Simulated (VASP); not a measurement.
Write the native input for VASP 6.6.1 that does the following.

* Task: single point
* Functional: LDA
* Potentials or basis: VASP PAW LDA potentials, release 64 (Li_sv, F)
* Cutoff: 520 eV
* k mesh: 9 × 9 × 6
* Occupations: gaussian, width 0.05 eV
* Spin: no spin polarisation
* Dipole correction: no
* Further INCAR settings: ALGO = Normal; EDIFF = 1e-06; NBANDS = 18

The structure of LiF lies in POSCAR:

```
LiF
1.0
    3.1154738578      0.0000000000      0.0000000000
   -1.5577369289      2.6980795057      0.0000000000
    0.0000000000      0.0000000000      4.4071493192
Li F
2 2
Direct
    0.3333333333      0.6666666667      0.3933365971
    0.6666666667      0.3333333333      0.8933365971
    0.3333333333      0.6666666667      0.9910195924
    0.6666666667      0.3333333333      0.4910195924
```

This cell differs from its parent crystal: c/a of the conventional cell at fixed volume 1.4146.

One way to write it, as run:

INCAR

```
SYSTEM = LiF
ALGO = Normal
EDIFF = 1E-6
ENCUT = 520
GGA = CA
ISIF = 2
ISMEAR = 0
LASPH = .True.
LCHARG = .True.
LELF = .True.
LREAL = .False.
LVHAR = .True.
LWAVE = .False.
NBANDS = 18
NELM = 80
PREC = Accurate
SIGMA = 0.05
```

KPOINTS

```
k-points
0
Gamma
  9 9 6
  0 0 0
```

Potentials or basis: VASP PAW LDA potentials, release 64 (Li_sv, F).

Run with:

```sh
$ cat potpaw_LDA.64/Li_sv/POTCAR potpaw_LDA.64/F/POTCAR > POTCAR
$ mpirun -np 1 vasp_std > vasp.out
```

It gave:

```yaml
Largest_force: 0.290 eV/Å
Band_gap_on_the_k_mesh: 7.69 eV, direct
```

It used 34 s of CPU time on 1 thread of AMD EPYC 7R13 Processor (Zen 3), with other jobs on the host.
